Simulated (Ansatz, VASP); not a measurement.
# Two plane-wave programs on SrO

Contents of INCAR:

```
PREC     = Accurate       # precision mode
ENCUT    = 520            # plane-wave cutoff, eV
EDIFF    = 1E-6           # SCF threshold, eV
ISMEAR   = 0              # smearing method
SIGMA    = 0.05           # smearing width, eV
LREAL    = F              # projectors in reciprocal space
LASPH    = T              # aspherical terms in the spheres
NELM     = 60             # most SCF steps
ALGO     = Normal         # electronic algorithm
ISIF     = 2              # what is computed and relaxed
LWAVE    = F              # write WAVECAR
LCHARG   = F              # write CHGCAR
GGA      = PE             # functional
NBANDS   = 24             # bands
```

The input KPOINTS:

```
Automatic mesh
0
Gamma
  9 9 4
```

The input POSCAR:

```
SrO
1.0
    3.4875241810      0.0000000000      0.0000000000
   -1.7437620905      3.0202845370      0.0000000000
    0.0000000000      0.0000000000      6.0865560946
Sr O
2 2
Direct
    0.3333333333      0.6666666667      0.2543289672
    0.6666666667      0.3333333333      0.7543289672
    0.0000000000      0.0000000000     -0.0237079882
    0.0000000000      0.0000000000      0.4762920118
```

Input for Ansatz:

```yaml
crystal:
  lattice:
    - [3.487524181, 0.0, 0.0]
    - [-1.7437620905, 3.020284537, 0.0]
    - [0.0, 0.0, 6.0865560946]
  atoms:
    - { symbol: Sr, position: [0.3333333333, 0.6666666667, 0.2543289672] }
    - { symbol: Sr, position: [0.6666666667, 0.3333333333, 0.7543289672] }
    - { symbol: O, position: [0.0, 0.0, -0.0237079882] }
    - { symbol: O, position: [0.0, 0.0, 0.4762920118] }
basis:
  ecutwfc: 520.0
kpoints:
  mp_grid: { grid: [9, 9, 4] }
hamiltonian:
  xc: pbe
scf:
  occupations: { method: gaussian, width: 0.05 }
output:
  forces: true
  stress: true
  eigenvalues: true
  write_density: true
  write_potential: true
  elf: true
  volumetric_format: npy
```

Change from the starting cell: mode 8 frozen in at -0.148 Å, equal normal strain along x, y and z -0.0250.

Alike in both runs: task single point; functional PBE; k mesh 9 × 9 × 4; occupations gaussian, width 0.05 eV; no spin polarisation.

|  | VASP | Ansatz |
| --- | --- | --- |
| version | VASP 6.6.1 | Ansatz 0.2.0 |
| potentials or method | VASP PAW PBE potentials, release 64 (Sr_sv, O), cutoff 520 eV | scalar-relativistic, plane waves, PAW |
| valence electrons in the cell | 32 | 32 |

Ansatz gave:

| Item | Value |
| --- | --- |
| gap on the k mesh at the Fermi level (eV) | 3.43 |
| least direct gap on the mesh (eV) | 3.57 |
| pressure (GPa) | 8.4 |
| traceless stress, the component that is largest in VASP (GPa) | 0.56 |
| rms of the force components (eV/Å) | 0.321 |

Q: Which values does VASP return?

A: gap on the k mesh at the Fermi level (eV): 3.39; least direct gap on the mesh (eV): 3.57; pressure (GPa): 9.2; traceless stress, the component that is largest in VASP (GPa): 0.52; rms of the force components (eV/Å): 0.340.

Atom by atom the forces differ by 0.020 eV/Å (rms over components). With one functional, cell and mesh, what is left measures potentials, basis and numerics.
